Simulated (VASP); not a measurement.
Crystal: Ba.

```
Ba
1.0
    -2.51250    2.51250    2.51250
     2.51250   -2.51250    2.51250
     2.51250    2.51250   -2.51250
Ba
1
Direct
  0.00000 0.00000 0.00000
```

```yaml
Program: VASP 6.6.1
Task: relaxation of cell and atoms
Functional: LDA
Potentials_or_basis: VASP PAW LDA potentials, release 64 (Ba_sv)
Cutoff: 600 eV
k_mesh: 10 × 10 × 10
Occupations: gaussian, width 0.1 eV
Spin: no spin polarisation
```

At the start: pressure -1.3 GPa; volume 63.44 Å³/atom.

Problem. How do energy, volume and symmetry change on relaxing?

Solution. Over 12 steps the energy falls by 40.4 meV/atom and the volume is 54.58 Å³/atom (-14.0 %); space group Im-3m (No. 229, to 0.1 Å) before and after.

Step by step:
```tsv
step	energy change (eV)	largest force (eV/Å)	pressure (GPa)	volume (Å³)
1	0.0000	0.0000	-1.30	63.44
2	-0.0298	0.0000	-0.75	58.83
3	-0.0403	0.0000	-0.08	54.88
4	-0.0404	0.0000	0.01	54.42
5	-0.0404	0.0000	-0.02	54.59
6	-0.0404	0.0000	-0.03	54.59
7	-0.0404	0.0000	-0.02	54.59
8	-0.0404	0.0000	-0.02	54.59
9	-0.0404	0.0000	-0.02	54.59
10	-0.0404	0.0000	-0.02	54.59
11	-0.0404	0.0000	-0.02	54.59
12	-0.0404	0.0000	0.00	54.58
```

Final structure:
```
CELL_PARAMETERS angstrom
-2.38966 2.38966 2.38966
2.38966 -2.38966 2.38966
2.38966 2.38966 -2.38966
ATOMIC_POSITIONS crystal
Ba 0.00000 0.00000 0.00000
```
